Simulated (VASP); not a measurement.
# SnBi2O5 (I4mm) in VASP: notebook

Runs on SnBi2O5. Level: PBE. Tasks: single point, relaxation of cell and atoms.

Everything below comes from runs of VASP 6.6.1. Logs are shortened: lines on timing, memory, paths and dates and some standing lists are left out, and cuts for length are marked.

### 1 The cell of the first run

The structure is tetragonal, space group I4mm (No. 107). The conventional cell has a = 5.595 Å, b = 5.595 Å, c = 10.024 Å, α = 90.00°, β = 90.00°, γ = 90.00°. Sn (site symmetry 4mm) has 5 O at 1.93 to 2.07 Å within 2.6 Å. Bi (site symmetry 2mm) has 6 O at 2.25 to 3.02 Å within 3.1 Å. O (site symmetry m) has 1 Sn at 2.07 Å and 2 Bi at 2.25 Å and 2 O at 2.66 Å within 2.7 Å. O (site symmetry 4mm) has 1 Sn at 1.93 Å within 2.6 Å.

The cell was built from a structure type or drawn by symmetry, and may not be a known phase.

### 2 Single point, PBE

File INCAR:

```
  PREC = Accurate
  ENCUT = 520
  EDIFF = 1E-6
  ISMEAR = 0
  SIGMA = 0.15
  LREAL = F
  LASPH = T
  NELM = 100
  ALGO = Normal
  ISIF = 2
  LWAVE = F
  LCHARG = F
  GGA = PE
  NBANDS = 47
```

File KPOINTS:

```
Automatic mesh
0
Gamma
  3 3 3
```

File POSCAR:

```
SnBi2O5
1.0
   -2.7975455932      2.7975455932      5.0119669019
    2.7975455932     -2.7975455932      5.0119669019
    2.7975455932      2.7975455932     -5.0119669019
Sn Bi O
1 2 5
Direct
    0.0323878648      0.0323878648      0.0000000000
    0.8393409531      0.3393409531      0.5000000000
    0.3393409531      0.8393409531      0.5000000000
    0.7088563324      0.1844803984      0.0000000000
    0.1844803984      0.1844803984      0.4756240660
    0.7088563324      0.7088563324      0.5243759340
    0.1844803984      0.7088563324      0.0000000000
    0.2252547474      0.2252547474      0.0000000000
```

Potentials or basis: VASP PAW PBE potentials, release 64 (Sn_d, Bi_d, O).

Command:

```bash
cat potpaw_PBE.64/Sn_d/POTCAR potpaw_PBE.64/Bi_d/POTCAR potpaw_PBE.64/O/POTCAR > POTCAR
mpirun -np 1 vasp_std > vasp.out
```

OUTCAR:

```text
PREC = Accurate
   ENCUT = 520
   EDIFF = 1E-6
   ISMEAR = 0
   LREAL = F
   LASPH = T
   NELM = 100
   ISIF = 2
   GGA = PE

 ion  position               nearest neighbor table
   1  0.032  0.032  0.000-   8 1.93   7 2.07   4 2.07   6 2.07   5 2.07   3 3.40   2 3.40   2 3.40
                             3 3.40
   2  0.839  0.339  0.500-   5 2.25   7 2.25   4 2.25   6 2.25   1 3.40   1 3.40
   3  0.339  0.839  0.500-   5 2.25   4 2.25   7 2.25   6 2.25   1 3.40   1 3.40
   4  0.709  0.184  0.000-   1 2.07   3 2.25   2 2.25
   5  0.184  0.184  0.476-   1 2.07   2 2.25   3 2.25
   6  0.709  0.709  0.524-   1 2.07   2 2.25   3 2.25
   7  0.184  0.709  0.000-   1 2.07   2 2.25   3 2.25
   8  0.225  0.225  0.000-   1 1.93

  LATTYP: Found a body centered tetragonal cell.
 ALAT       =     5.5950911864
 C/A-ratio  =     1.7915586127

  Lattice vectors:

 A1 = (  -2.7975455932,   2.7975455932,   5.0119669019)
 A2 = (   2.7975455932,  -2.7975455932,   5.0119669019)
 A3 = (   2.7975455932,   2.7975455932,  -5.0119669019)

Analysis of symmetry for initial positions (statically):
=====================================================================
 Subroutine PRICEL returns:
 Original cell was already a primitive cell.

 Routine SETGRP: Setting up the symmetry group for a
 body centered tetragonal supercell.

 Subroutine GETGRP returns: Found  8 space group operations
 (whereof  8 operations were pure point group operations)
 out of a pool of 16 trial point group operations.

The static configuration has the point symmetry C_4v.

Analysis of symmetry for dynamics (positions and initial velocities):
=====================================================================
 Subroutine PRICEL returns:
 Original cell was already a primitive cell.

 Routine SETGRP: Setting up the symmetry group for a
 body centered tetragonal supercell.

 Subroutine GETGRP returns: Found  8 space group operations
 (whereof  8 operations were pure point group operations)
 out of a pool of 16 trial point group operations.

The dynamic configuration has the point symmetry C_4v.

 Subroutine INISYM returns: Found  8 space group operations
 (whereof  8 operations are pure point group operations),
 and found     1 'primitive' translations

----------------------------------------------------------------------------------------

                                     Primitive cell

  volume of cell :     156.8999

  direct lattice vectors                    reciprocal lattice vectors
    -2.797545593  2.797545593  5.011966902     0.000000000  0.178728097  0.099761233
     2.797545593 -2.797545593  5.011966902     0.178728097  0.000000000  0.099761233
     2.797545593  2.797545593 -5.011966902     0.178728097  0.178728097  0.000000000

  length of vectors
     6.385321834  6.385321834  6.385321834     0.204685213  0.204685213  0.252759699

  position of ions in fractional coordinates (direct lattice)
     0.032387865  0.032387865  0.000000000
     0.839340953  0.339340953  0.500000000
     0.339340953  0.839340953  0.500000000
     0.708856332  0.184480398  0.000000000
     0.184480398  0.184480398  0.475624066
     0.708856332  0.708856332  0.524375934
     0.184480398  0.708856332  0.000000000
     0.225254747  0.225254747  0.000000000

  ion indices of the primitive-cell ions
   primitive index   ion index
                 1           1
                 2           2
                 3           3
                 4           4
                 5           5
                 6           6
                 7           7
                 8           8

----------------------------------------------------------------------------------------

 KPOINTS: Automatic mesh

Automatic generation of k-mesh.
 Grid dimensions read from file:
 generate k-points for:    3    3    3

 Generating k-lattice:

  Cartesian coordinates                     Fractional coordinates (reciprocal lattice)
     0.000000000  0.059576032  0.033253744     0.333333333  0.000000000  0.000000000
     0.059576032  0.000000000  0.033253744     0.000000000  0.333333333  0.000000000
     0.059576032  0.059576032  0.000000000     0.000000000  0.000000000  0.333333333

  Length of vectors
     0.068228404  0.068228404  0.084253233

  Shift w.r.t. Gamma in fractional coordinates (k-lattice)
     0.000000000  0.000000000  0.000000000

 Subroutine IBZKPT returns following result:
 ===========================================

 Found      6 irreducible k-points:

 Following reciprocal coordinates:
            Coordinates               Weight
  0.000000  0.000000  0.000000      1.000000
  0.333333 -0.000000  0.000000      8.000000
  0.333333  0.333333  0.000000      8.000000
 -0.333333  0.333333  0.000000      4.000000
 -0.333333  0.333333  0.333333      4.000000
 -0.333333 -0.333333  0.333333      2.000000
   k-points           NKPTS =      6   k-points in BZ     NKDIM =      6   number of bands    NBANDS=     47
   number of dos      NEDOS =    301   number of ions     NIONS =      8
   total plane-waves  NPLWV = 110592
   dimension x,y,z NGX =    48 NGY =   48 NGZ =   48
   dimension x,y,z NGXF=    96 NGYF=   96 NGZF=   96
   ions per type =               1   2   5
   NGX,Y,Z   is equivalent  to a cutoff of  12.50, 12.50, 12.50 a.u.
   NGXF,Y,Z  is equivalent  to a cutoff of  24.99, 24.99, 24.99 a.u.
 SYSTEM =  unknown system
   PREC   = accura    normal or accurate (medium, high low for compatibility)
   ISTART =      0    job   : 0-new  1-cont  2-samecut
   ICHARG =      2    charge: 1-file 2-atom 10-const
   ISPIN  =      1    spin polarized calculation?
   LNONCOLLINEAR =      F non collinear calculations
   LSORBIT =      F    spin-orbit coupling
   LASPH  =      T    aspherical Exc in radial PAW
   ENCUT  =  520.0 eV  38.22 Ry    6.18 a.u.  11.87 11.87 11.87*2*pi/ulx,y,z
   NELM   =    100;   NELMIN=  2; NELMDL= -5     # of ELM steps
   EDIFF  = 0.1E-05   stopping-criterion for ELM
   LREAL  =      F    real-space projection
   EDIFFG = 0.1E-04   stopping-criterion for IOM
   NSW    =      0    number of steps for IOM
   IBRION =     -1    ionic relax: 0-MD 1-quasi-New 2-CG
   NFREE  =      0    steps in history (QN), initial steepest desc. (CG)
   ISIF   =      2    stress and relaxation
   ISYM   =      2    0-nonsym 1-usesym 2-fastsym
   POTIM  = 0.5000    time-step for ionic-motion
   TEBEG  =    0.0;   TEEND  =   0.0 temperature during run
   PSTRESS=    0.0 pullay stress
   NELECT =      74.0000    total number of electrons
   NUPDOWN=      -1.0000    fix difference up-down
   EMIN   =  10.00;   EMAX   =-10.00  energy-range for DOS
   EFERMI =   0.00;   METHOD = LEGACY
   ISMEAR =     0;   SIGMA  =   0.15  broadening in eV -4-tet -1-fermi 0-gaus
   EFERMI_NEDOS =   21; number of points for ismear=-14 and -15
   IALGO  =     38    algorithm
   IMIX   =      4    mixing-type and parameters
     AMIX     =   0.40;   BMIX     =  1.00
     AMIX_MAG =   1.60;   BMIX_MAG =  1.00
  volume/ion in A,a.u.               =      19.61       132.35
  Fermi-wavevector in a.u.,A,eV,Ry     =   1.274318  2.408112 22.094323  1.623887
  Thomas-Fermi vector in A             =   2.407093
   LORBIT       =      0    0 simple, 1 ext, 2 COOP (PROOUT), +10 PAW based schemes
   GGA     = PE    functional components
   LHFCALC =     F    Hartree Fock is set to
   AEXX    =    0.0000 exact exchange contribution
   IVDW    =     0    specifies the selected vdW correction
   LEPSILON=     F    determine dielectric tensor
   LRPA    =     F    only Hartree local field effects (RPA)
 non-spin polarized calculation
 Gauss-broadening in eV      SIGMA  =   0.15
  energy-cutoff  :      520.00
  volume of cell :      156.90
 maximum number of plane-waves:      4274
   NGX = 23   NGY = 23   NGZ = 23

 number of electron      73.9999998 magnetization

 Free energy of the ion-electron system (eV)
  ---------------------------------------------------
  ext. energy  EPLUGINS =         0.00000000
  ---------------------------------------------------
  free energy    TOTEN  =       -45.99833652 eV

  energy without entropy =      -45.99833652  energy(sigma->0) =      -45.99833652

 E-fermi :   3.4685     XC(G=0):  -8.9132

 val. band max:        2.7647614670   @ k =   0.0000   0.0000   0.0000
 cond. band min:       4.5972952738   @ k =  -0.3333  -0.3333   0.3333
 fundamental gap:      1.8325338067
 Fermi energy:         3.4684913990

 k-point     1 :       0.0000    0.0000    0.0000
  band No.  band energies     occupation
      1     -19.2558      2.00000
      2     -19.2289      2.00000
      3     -19.2289      2.00000
      4     -19.1422      2.00000
      5     -19.0934      2.00000
      6     -19.0926      2.00000
[... 39 lines left out ...]
     46      10.6560      0.00000
     47      11.0780      0.00000

 k-point     2 :       0.3333   -0.0000    0.0000
  band No.  band energies     occupation
      1     -19.2508      2.00000
      2     -19.2190      2.00000
      3     -19.2036      2.00000
      4     -19.1391      2.00000
      5     -19.1067      2.00000
      6     -19.0958      2.00000
[... 39 lines left out ...]
     46      11.1315      0.00000
     47      11.1363      0.00000

 k-point     3 :       0.3333    0.3333    0.0000
  band No.  band energies     occupation
      1     -19.2617      2.00000
      2     -19.1964      2.00000
      3     -19.1929      2.00000
      4     -19.1526      2.00000
      5     -19.1257      2.00000
      6     -19.0915      2.00000
[... 39 lines left out ...]
     46      10.8613      0.00000
     47      11.5200      0.00000

 k-point     4 :      -0.3333    0.3333    0.0000
  band No.  band energies     occupation
      1     -19.2617      2.00000
      2     -19.1971      2.00000
      3     -19.1930      2.00000
      4     -19.1523      2.00000
      5     -19.1252      2.00000
      6     -19.0925      2.00000
[... 39 lines left out ...]
     46      11.1556      0.00000
     47      11.2108      0.00000

 k-point     5 :      -0.3333    0.3333    0.3333
  band No.  band energies     occupation
      1     -19.2507      2.00000
      2     -19.2186      2.00000
      3     -19.2031      2.00000
      4     -19.1389      2.00000
      5     -19.1070      2.00000
      6     -19.0964      2.00000
[... 39 lines left out ...]
     46      11.4261      0.00000
     47      11.6658      0.00000

 k-point     6 :      -0.3333   -0.3333    0.3333
  band No.  band energies     occupation
      1     -19.2553      2.00000
      2     -19.2286      2.00000
      3     -19.2286      2.00000
      4     -19.1415      2.00000
      5     -19.0947      2.00000
      6     -19.0928      2.00000
[... 39 lines left out ...]
     46      11.5236      0.00000
     47      11.8305      0.00000

------------------------ aborting loop because EDIFF is reached ----------------------------------------

  FORCE on cell =-STRESS in cart. coord.  units (eV):
  Direction    XX          YY          ZZ          XY          YZ          ZX
  --------------------------------------------------------------------------------------
  -------------------------------------------------------------------------------------
  Total        0.1378056      0.1378056      0.8672224      0.0000000      0.0000000      0.0000000
  in kB        1.4071975      1.4071975      8.8556113      0.0000000      0.0000000      0.0000000
  external PRESSURE =       3.8900021 kB  Pullay stress =       0.0000000 kB

 VOLUME and BASIS-vectors are now :
 -----------------------------------------------------------------------------
  energy-cutoff  :      520.00
  volume of cell :      156.90
      direct lattice vectors                 reciprocal lattice vectors
    -2.797545593  2.797545593  5.011966902     0.000000000  0.178728097  0.099761233
     2.797545593 -2.797545593  5.011966902     0.178728097  0.000000000  0.099761233
     2.797545593  2.797545593 -5.011966902     0.178728097  0.178728097  0.000000000

 POSITION                                       TOTAL-FORCE (eV/Angst)
 -----------------------------------------------------------------------------------
      0.00000      0.00000      0.32465         0.000000      0.000000      0.012974
      0.00000      2.79755      3.40153         0.000000      0.000000     -0.063625
      2.79755      0.00000      3.40153        -0.000000      0.000000     -0.063625
     -1.46697      1.46697      4.47737         0.011292     -0.011292      0.004549
      1.33058      1.33058     -0.53459         0.011292      0.011292      0.004549
      1.46697      1.46697      4.47737        -0.011292     -0.011292      0.004549
      1.46697     -1.46697      4.47737        -0.011292      0.011292      0.004549
      0.00000      0.00000      2.25794         0.000000      0.000000      0.096080
 -----------------------------------------------------------------------------------
    total drift:                                0.000001      0.000001      0.002567

  FREE ENERGIE OF THE ION-ELECTRON SYSTEM (eV)
  ---------------------------------------------------
  free  energy   TOTEN  =       -45.9983365208 eV

  energy  without entropy=      -45.9983365208  energy(sigma->0) =      -45.99833652
```

Run time: 35 s. Hardware: 1 thread of Intel Xeon 6975P-C (Granite Rapids), shared host; peak memory 0.33 GiB.

What came out:

```
Free energy            : -45.9983 eV
Pressure               : 0.4 GPa
Largest force          : 0.096 eV/Å
Band gap on the k mesh : 1.83 eV
```

Forces on the atoms (eV/Å):
```
Sn   0.000  0.000  0.013
Bi   0.000  0.000 -0.064
Bi   0.000  0.000 -0.064
O    0.011 -0.011  0.005
O    0.011  0.011  0.005
O   -0.011 -0.011  0.005
O   -0.011  0.011  0.005
O    0.000  0.000  0.096
```

Stress tensor (GPa, compression positive):
```
0.14 0.00 0.00
0.00 0.14 0.00
0.00 0.00 0.89
```

Caveat: the k points lie up to 0.43 Å⁻¹ apart; spin-orbit coupling is left out, which moves the levels of the heavy elements; an odd mesh through Γ misses points on the zone boundary, where band edges can lie.

### 3 Relaxation of cell and atoms, PBE

This run uses another cell than the first one, of 16.55 Å³/atom.

File INCAR:

```
SYSTEM = SnBi2O5
  ALGO = Normal
  EDIFF = 1E-6
  EDIFFG = -0.08
  ENCUT = 600
  GGA = PE
  IBRION = 2
  ISIF = 3
  ISMEAR = 0
  LASPH = .TRUE.
  LCHARG = .FALSE.
  LREAL = .FALSE.
  LWAVE = .FALSE.
  NELM = 100
  NSW = 36
  PREC = Accurate
  SIGMA = 0.15
```

File KPOINTS:

```
k-points
0
G
  3 3 3
  0 0 0
```

File POSCAR:

```
SnBi2O5
1.0
   -2.8342593800      2.8342593800      4.1194054100
    2.8342593800     -2.8342593800      4.1194054100
    2.8342593800      2.8342593800     -4.1194054100
Sn Bi O
1 2 5
Direct
    0.0076943500      0.0076943500      0.0000000000
    0.7493696300      0.2493696300      0.5000000000
    0.2493696300      0.7493696300      0.5000000000
    0.7727806000      0.2157532100      0.0000000000
    0.2157532100      0.2157532100      0.4429726200
    0.7727806000      0.7727806000      0.5570273800
    0.2157532100      0.7727806000      0.0000000000
    0.2394967500      0.2394967500      0.0000000000
```

Potentials or basis: VASP PAW PBE potentials, release 64 (Sn_d, Bi_d, O).

Command:

```bash
cat potpaw_PBE.64/Sn_d/POTCAR potpaw_PBE.64/Bi_d/POTCAR potpaw_PBE.64/O/POTCAR > POTCAR
mpirun -np 1 vasp_std > vasp.out
```

Wall time 11 min (1 thread of Intel Xeon 6975P-C (Granite Rapids), shared host); peak memory 0.36 GiB.

Results (log left out):

```
Free energy                           : -45.9525 eV
Relaxed volume                        : 19.39 Å³/atom
Relaxed cell                          : a = 6.338 Å, b = 6.338 Å, c = 6.338 Å, α = 127.59°, β = 127.59°, γ = 77.30°
Space group after relaxing (to 0.1 Å) : I4mm (No. 107)
Energy gained by relaxing             : 1076.9 meV/atom
Ionic steps                           : 32
Pressure after relaxing               : 0.1 GPa
Largest force after relaxing          : 0.041 eV/Å
Band gap on the k mesh                : 1.82 eV
```

Forces on the atoms (eV/Å):
```
Sn   0.000  0.000 -0.037
Bi   0.000  0.000  0.041
Bi   0.000  0.000  0.041
O    0.010 -0.010 -0.020
O    0.010  0.010 -0.020
O   -0.010 -0.010 -0.020
O   -0.010  0.010 -0.020
O    0.000  0.000  0.034
```

Stress tensor (GPa, compression positive):
```
-0.05  0.00  0.00
 0.00 -0.05  0.00
 0.00  0.00  0.45
```

The path:
```tsv
step	energy change (eV)	largest force (eV/Å)	pressure (GPa)	volume (Å³)
1	0.0000	8.6803	16.26	132.37
2	0.9072	2.7265	-18.93	165.34
3	-3.4585	1.2144	-11.46	144.75
4	-3.5251	1.4046	-10.14	143.51
5	-3.5442	1.5969	-8.68	142.30
6	-4.6286	2.4336	-2.93	127.66
7	-4.8607	3.2237	4.11	118.18
8	-4.9763	3.1111	5.04	114.29
9	-5.0906	1.2756	4.02	115.98
10	-5.4467	1.4878	2.01	118.85
11	-6.3403	2.1722	-2.16	127.75
12	-6.0978	3.3084	-5.10	146.86
13	-6.6239	2.7854	-3.71	135.46
14	-6.8726	2.3481	-2.20	136.22
15	-7.1163	1.2722	1.86	137.92
16	-7.3252	1.1576	1.71	139.32
17	-7.6301	1.5615	2.09	143.45
18	-7.8128	0.7005	0.04	147.12
19	-7.8741	1.5479	-1.61	150.72
20	-8.0160	1.3505	-1.94	152.09
21	-8.3113	1.0956	-2.76	155.72
22	-8.1585	1.9675	-4.26	160.87
23	-8.3841	1.2751	-2.80	157.24
24	-8.5434	0.5061	0.54	153.33
25	-8.5490	0.5443	1.39	152.47
26	-8.5875	0.3390	0.65	153.56
27	-8.5894	0.5012	0.46	153.87
28	-8.6040	0.3491	-0.31	155.01
29	-8.6059	0.4379	-0.68	155.59
30	-8.6140	0.1026	0.03	155.02
31	-8.6141	0.1072	0.11	154.96
32	-8.6154	0.0415	0.11	155.10
```

Final structure:
```
Sn Bi O
1.0
    -2.79883    2.79883    4.94984
     2.79883   -2.79883    4.94984
     2.79883    2.79883   -4.94984
Sn Bi O
1 2 5
Direct
  0.03294 0.03294 0.00000
  0.83740 0.33740 0.50000
  0.33740 0.83740 0.50000
  0.70895 0.18457 0.00000
  0.18457 0.18457 0.47562
  0.70895 0.70895 0.52438
  0.18457 0.70895 0.00000
  0.22824 0.22824 0.00000
```

Levels at points of the mesh, in eV from the valence-band top:
```
           k point  band 34  band 35  band 36  band 37  band 38  band 39  band 40  band 41
(0.00, 0.00, 0.00)    -0.70    -0.41    -0.41     0.00     2.39     4.28     4.82     4.82
```

Caveat: the k points lie up to 0.43 Å⁻¹ apart in the final cell; the volume moved by over 15 % at a fixed basis, so the end points are rough; spin-orbit coupling is left out, which moves the levels of the heavy elements; an odd mesh through Γ misses points on the zone boundary, where band edges can lie; the relaxation stopped at a loose force limit of 0.08 eV/Å, so its end isn't a converged minimum.
